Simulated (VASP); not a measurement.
# Au (Pm-3m) in VASP: a series of runs

The runs below take Au through single point, with PBEsol.

Program: VASP 6.6.1. These are calculated values, not measurements. Logs are shortened: lines on timing, memory, paths and dates and some standing lists are left out, and cuts for length are marked.

**1. The cell of the first run**

The structure is cubic, space group Pm-3m (No. 221). The conventional cell has a = 2.392 Å, b = 2.392 Å, c = 2.392 Å, α = 90.00°, β = 90.00°, γ = 90.00°. Au (site symmetry m-3m) has 6 Au at 2.39 Å within 3.2 Å.

**2. Single point, PBEsol**

Contents of INCAR:

```
SYSTEM = Au
  PREC = Accurate
  ENCUT = 500
  EDIFF = 1E-6
  ISMEAR = 1
  SIGMA = 0.025
  LREAL = .FALSE.
  LASPH = .TRUE.
  NELM = 120
  ALGO = Normal
  ISIF = 2
  LWAVE = .FALSE.
  LCHARG = .FALSE.
  GGA = PS
  NBANDS = 12
  GGA_COMPAT = .FALSE.
```

Contents of KPOINTS:

```
Automatic mesh
0
G
  14 14 14
  0 0 0
```

Contents of POSCAR:

```
Au
1.0
    2.3920511515      0.0000000000      0.0000000000
    0.0000000000      2.3920511515      0.0000000000
    0.0000000000      0.0000000000      2.3920511515
Au
1
Direct
    0.0000000000      0.0000000000      0.0000000000
```

Potentials or basis: VASP PAW PBE potentials, release 64 (Au).

Started as:

```sh
cat potpaw_PBE.64/Au/POTCAR > POTCAR
mpirun -np 1 vasp_std > vasp.out
```

OUTCAR:

```text
SYSTEM = Au
   PREC = Accurate
   ENCUT = 500
   EDIFF = 1E-6
   ISMEAR = 1
   LREAL = .FALSE.
   LASPH = .TRUE.
   NELM = 120
   ISIF = 2
   GGA = PS

 ion  position               nearest neighbor table
   1  0.000  0.000  0.000-

  LATTYP: Found a simple cubic cell.
 ALAT       =     2.3920511515

  Lattice vectors:

 A1 = (   2.3920511515,   0.0000000000,   0.0000000000)
 A2 = (   0.0000000000,   2.3920511515,   0.0000000000)
 A3 = (   0.0000000000,   0.0000000000,   2.3920511515)

Analysis of symmetry for initial positions (statically):
=====================================================================
 Subroutine PRICEL returns:
 Original cell was already a primitive cell.

 Routine SETGRP: Setting up the symmetry group for a
 simple cubic supercell.

 Subroutine GETGRP returns: Found 48 space group operations
 (whereof 48 operations were pure point group operations)
 out of a pool of 48 trial point group operations.

The static configuration has the point symmetry O_h .

Analysis of symmetry for dynamics (positions and initial velocities):
=====================================================================
 Subroutine PRICEL returns:
 Original cell was already a primitive cell.

 Routine SETGRP: Setting up the symmetry group for a
 simple cubic supercell.

 Subroutine GETGRP returns: Found 48 space group operations
 (whereof 48 operations were pure point group operations)
 out of a pool of 48 trial point group operations.

The dynamic configuration has the point symmetry O_h .

 Subroutine INISYM returns: Found 48 space group operations
 (whereof 48 operations are pure point group operations),
 and found     1 'primitive' translations

----------------------------------------------------------------------------------------

                                     Primitive cell

  volume of cell :      13.6871

  direct lattice vectors                    reciprocal lattice vectors
     2.392051152  0.000000000  0.000000000     0.418051261  0.000000000  0.000000000
     0.000000000  2.392051152  0.000000000     0.000000000  0.418051261  0.000000000
     0.000000000  0.000000000  2.392051152     0.000000000  0.000000000  0.418051261

  length of vectors
     2.392051152  2.392051152  2.392051152     0.418051261  0.418051261  0.418051261

  position of ions in fractional coordinates (direct lattice)
     0.000000000  0.000000000  0.000000000

  ion indices of the primitive-cell ions
   primitive index   ion index
                 1           1

----------------------------------------------------------------------------------------

 KPOINTS: Automatic mesh

Automatic generation of k-mesh.
 Grid dimensions read from file:
 generate k-points for:   14   14   14

 Generating k-lattice:

  Cartesian coordinates                     Fractional coordinates (reciprocal lattice)
     0.029860804  0.000000000  0.000000000     0.071428571  0.000000000  0.000000000
     0.000000000  0.029860804  0.000000000     0.000000000  0.071428571  0.000000000
     0.000000000  0.000000000  0.029860804     0.000000000  0.000000000  0.071428571

  Length of vectors
     0.029860804  0.029860804  0.029860804

  Shift w.r.t. Gamma in fractional coordinates (k-lattice)
     0.000000000  0.000000000  0.000000000

 Subroutine IBZKPT returns following result:
 ===========================================

 Found    120 irreducible k-points:

 Following reciprocal coordinates:
            Coordinates               Weight
  0.000000  0.000000  0.000000      1.000000
  0.071429  0.000000  0.000000      6.000000
  0.142857  0.000000  0.000000      6.000000
  0.214286  0.000000  0.000000      6.000000
  0.285714  0.000000  0.000000      6.000000
  0.357143  0.000000  0.000000      6.000000
[... 16 lines left out ...]
  0.285714  0.214286  0.000000     24.000000
  0.357143  0.214286  0.000000     24.000000
 [... further k-points ...]
   k-points           NKPTS =    120   k-points in BZ     NKDIM =    120   number of bands    NBANDS=     12
   number of dos      NEDOS =    301   number of ions     NIONS =      1
   total plane-waves  NPLWV =   5832
   dimension x,y,z NGX =    18 NGY =   18 NGZ =   18
   dimension x,y,z NGXF=    36 NGYF=   36 NGZF=   36
   ions per type =               1
   NGX,Y,Z   is equivalent  to a cutoff of  12.51, 12.51, 12.51 a.u.
   NGXF,Y,Z  is equivalent  to a cutoff of  25.02, 25.02, 25.02 a.u.
 SYSTEM =  Au
   PREC   = accura    normal or accurate (medium, high low for compatibility)
   ISTART =      0    job   : 0-new  1-cont  2-samecut
   ICHARG =      2    charge: 1-file 2-atom 10-const
   ISPIN  =      1    spin polarized calculation?
   LNONCOLLINEAR =      F non collinear calculations
   LSORBIT =      F    spin-orbit coupling
   LASPH  =      T    aspherical Exc in radial PAW
   ENCUT  =  500.0 eV  36.75 Ry    6.06 a.u.   4.36  4.36  4.36*2*pi/ulx,y,z
   NELM   =    120;   NELMIN=  2; NELMDL= -5     # of ELM steps
   EDIFF  = 0.1E-05   stopping-criterion for ELM
   LREAL  =      F    real-space projection
   EDIFFG = 0.1E-04   stopping-criterion for IOM
   NSW    =      0    number of steps for IOM
   IBRION =     -1    ionic relax: 0-MD 1-quasi-New 2-CG
   NFREE  =      0    steps in history (QN), initial steepest desc. (CG)
   ISIF   =      2    stress and relaxation
   ISYM   =      2    0-nonsym 1-usesym 2-fastsym
   POTIM  = 0.5000    time-step for ionic-motion
   TEBEG  =    0.0;   TEEND  =   0.0 temperature during run
   PSTRESS=    0.0 pullay stress
   NELECT =      11.0000    total number of electrons
   NUPDOWN=      -1.0000    fix difference up-down
   EMIN   =  10.00;   EMAX   =-10.00  energy-range for DOS
   EFERMI =   0.00;   METHOD = LEGACY
   ISMEAR =     1;   SIGMA  =   0.03  broadening in eV -4-tet -1-fermi 0-gaus
   EFERMI_NEDOS =   21; number of points for ismear=-14 and -15
   IALGO  =     38    algorithm
   IMIX   =      4    mixing-type and parameters
     AMIX     =   0.40;   BMIX     =  1.00
     AMIX_MAG =   1.60;   BMIX_MAG =  1.00
  volume/ion in A,a.u.               =      13.69        92.37
  Fermi-wavevector in a.u.,A,eV,Ry     =   1.522072  2.876299 31.520670  2.316704
  Thomas-Fermi vector in A             =   2.630701
   LORBIT       =      0    0 simple, 1 ext, 2 COOP (PROOUT), +10 PAW based schemes
   GGA     = PS    functional components
   LHFCALC =     F    Hartree Fock is set to
   AEXX    =    0.0000 exact exchange contribution
   IVDW    =     0    specifies the selected vdW correction
   LEPSILON=     F    determine dielectric tensor
   LRPA    =     F    only Hartree local field effects (RPA)
 non-spin polarized calculation
 Methfessel and Paxton  Order N= 1 SIGMA  =   0.03
  energy-cutoff  :      500.00
  volume of cell :       13.69
 maximum number of plane-waves:       365
 NGX is ok and might be reduce to    18
   NGX =  9   NGY =  9   NGZ =  9

 number of electron      11.0000002 magnetization

 Free energy of the ion-electron system (eV)
  ---------------------------------------------------
  ext. energy  EPLUGINS =         0.00000000
  ---------------------------------------------------
  free energy    TOTEN  =        -2.07874346 eV

  energy without entropy =       -2.07868981  energy(sigma->0) =       -2.07872558

 E-fermi :  13.2192     XC(G=0): -14.0890

 val. band max:       13.2153477585   @ k =   0.5000   0.4286   0.1429
 cond. band min:      13.2764669271   @ k =   0.3571   0.3571   0.1429
 fundamental gap:      0.0611191685
 Fermi energy:        13.2191516798

 k-point     1 :       0.0000    0.0000    0.0000
  band No.  band energies     occupation
      1       1.0505      2.00000
      2       3.5795      2.00000
      3       3.5795      2.00000
      4      11.7421      2.00000
      5      11.7421      2.00000
      6      11.7421      2.00000
      7      29.0774      0.00000
      8      29.0774      0.00000
      9      29.0774      0.00000
     10      36.2516      0.00000
     11      39.1477      0.00000
     12      39.1477      0.00000

 k-point     2 :       0.0714    0.0000    0.0000
  band No.  band energies     occupation
      1       1.2322      2.00000
      2       3.6155      2.00000
      3       3.7629      2.00000
      4      11.5524      2.00000
      5      11.5524      2.00000
      6      11.7568      2.00000
      7      27.9359      0.00000
      8      29.4139      0.00000
      9      29.4139      0.00000
     10      36.9858      0.00000
     11      37.6169      0.00000
     12      39.8278      0.00000

 k-point     3 :       0.1429    0.0000    0.0000
  band No.  band energies     occupation
      1       1.7112      2.00000
      2       3.7178      2.00000
      3       4.3460      2.00000
      4      11.0512      2.00000
      5      11.0512      2.00000
      6      11.7979      2.00000
      7      25.6762      0.00000
      8      30.3384      0.00000
      9      30.3384      0.00000
     10      35.3537      0.00000
     11      37.5868      0.00000
     12      42.2439      0.00000

 k-point     4 :       0.2143    0.0000    0.0000
  band No.  band energies     occupation
      1       2.3292      2.00000
      2       3.8693      2.00000
      3       5.3849      2.00000
      4      10.3919      2.00000
      5      10.3919      2.00000
      6      11.8579      2.00000
      7      23.3086      0.00000
      8      31.6505      0.00000
      9      31.6505      0.00000
     10      33.2896      0.00000
     11      37.5690      0.00000
     12      44.0239      0.00000

 k-point     5 :       0.2857    0.0000    0.0000
  band No.  band energies     occupation
      1       2.9457      2.00000
      2       4.0431      2.00000
      3       6.8322      2.00000
      4       9.7302      2.00000
      5       9.7302      2.00000
      6      11.9252      2.00000
      7      21.1501      0.00000
      8      31.5803      0.00000
      9      33.1260      0.00000
     10      33.1260      0.00000
     11      36.9391      0.00000
     12      44.6315      0.00000
[... 228 lines left out ...]
      1       4.3597      2.00000
      2       5.4067      2.00000
      3       6.7281      2.00000
      4       8.8076      2.00000
      5      11.4331      2.00000
      6      12.4722      2.00000
      7      17.5741      0.00000
      8      29.8747      0.00000
      9      32.9392      0.00000
     10      33.0572      0.00000
     11      38.0234      0.00000
     12      41.9117      0.00000

 k-point    22 :       0.2143    0.2143    0.0000
  band No.  band energies     occupation
      1       3.4473      2.00000
      2       5.1723      2.00000
      3       6.0816      2.00000
      4       9.1373      2.00000
      5      10.4318      2.00000
      6      10.6939      2.00000
      7      25.1255      0.00000
      8      25.5503      0.00000
      9      33.5537      0.00000
     10      34.4095      0.00000
     11      40.9243      0.00000
     12      42.1747      0.00000

 k-point    23 :       0.2857    0.2143    0.0000
  band No.  band energies     occupation
      1       3.8682      2.00000
      2       5.4874      2.00000
      3       6.8986      2.00000
      4       9.1961      2.00000
      5       9.9002      2.00000
      6      10.6818      2.00000
      7      22.9109      0.00000
      8      26.5603      0.00000
      9      32.7558      0.00000
     10      35.9811      0.00000
     11      39.7341      0.00000
     12      42.0623      0.00000

 k-point    24 :       0.3571    0.2143    0.0000
  band No.  band energies     occupation
      1       4.2214      2.00000
      2       5.5988      2.00000
      3       7.0183      2.00000
      4       9.3802      2.00000
      5      10.6139      2.00000
      6      10.7580      2.00000
      7      20.7009      0.00000
      8      27.7872      0.00000
      9      31.8561      0.00000
     10      36.6893      0.00000
     11      37.5258      0.00000
     12      43.2832      0.00000

 [... further k-points ...]
[... 5 lines left out ...]
  --------------------------------------------------------------------------------------
  -------------------------------------------------------------------------------------
  Total       10.7860964     10.7860964     10.7860964      0.0000000      0.0000000      0.0000000
  in kB     1262.5933356   1262.5933356   1262.5933356      0.0000000      0.0000000      0.0000000
  external PRESSURE =    1262.5933356 kB  Pullay stress =       0.0000000 kB

 VOLUME and BASIS-vectors are now :
 -----------------------------------------------------------------------------
  energy-cutoff  :      500.00
  volume of cell :       13.69
      direct lattice vectors                 reciprocal lattice vectors
     2.392051152  0.000000000  0.000000000     0.418051261  0.000000000  0.000000000
     0.000000000  2.392051152  0.000000000     0.000000000  0.418051261  0.000000000
     0.000000000  0.000000000  2.392051152     0.000000000  0.000000000  0.418051261

 POSITION                                       TOTAL-FORCE (eV/Angst)
 -----------------------------------------------------------------------------------
      0.00000      0.00000      0.00000         0.000000      0.000000      0.000000
 -----------------------------------------------------------------------------------
    total drift:                               -0.000000      0.000000      0.000000

  FREE ENERGIE OF THE ION-ELECTRON SYSTEM (eV)
  ---------------------------------------------------
  free  energy   TOTEN  =        -2.0787434609 eV

  energy  without entropy=       -2.0786898117  energy(sigma->0) =       -2.07872558
```

Run time: 5.4 s. Hardware: 1 thread of Intel Xeon 6975P-C (Granite Rapids), shared host; peak memory 0.13 GiB.

What came out:

```
Free energy : -2.0787 eV
Pressure    : 126.3 GPa
```

Caveat: the PAW data sets were made with another functional, which shifts forces and pressure a little; spin-orbit coupling is left out, which moves the levels of the heavy elements.

**3. Single point, PBEsol**

Contents of INCAR:

```
PREC = Accurate
ENCUT = 500
EDIFF = 1E-6
ISMEAR = -1
SIGMA = 0.08
LREAL = False
LASPH = True
NELM = 120
ALGO = Normal
ISIF = 2
LWAVE = False
LCHARG = True
GGA = PS
LELF = True
LVHAR = True
NBANDS = 12
GGA_COMPAT = False
```

Contents of KPOINTS:

```
Automatic mesh
0
Gamma
  18 18 18
```

POSCAR is that of step 2.

Potentials or basis: VASP PAW PBE potentials, release 64 (Au).

Started as:

```sh
cat potpaw_PBE.64/Au/POTCAR > POTCAR
mpirun -np 1 vasp_std > vasp.out
```

Run time: 9.4 s. Hardware: 1 thread of Intel Xeon 6975P-C (Granite Rapids), shared host; peak memory 0.14 GiB.

The run converged. Its results:

| Property | Result |
| --- | --- |
| Free energy | -2.0846 eV |
| Pressure | 125.7 GPa |

Levels at points of the mesh, in eV from the Fermi level:
```
           k point  band 2  band 3  band 4  band 5  band 6  band 7  band 8  band 9  band 10  band 11
(0.00, 0.00, 0.00)   -9.71   -9.71   -1.55   -1.55   -1.55   15.80   15.80   15.80    22.98    25.87
(0.50, 0.00, 0.00)   -8.93   -4.58   -4.58   -2.81   -1.25    4.25   15.97   20.33    22.84    22.84
(0.50, 0.50, 0.00)   -8.08   -4.02   -4.02    0.69    3.48    3.48   11.26   13.88    22.23    22.23
(0.50, 0.50, 0.50)   -8.65   -8.65    0.90    0.90    8.31   10.71   10.71   10.71    20.99    21.28
```

Caveat: the PAW data sets were made with another functional, which shifts forces and pressure a little; spin-orbit coupling is left out, which moves the levels of the heavy elements.
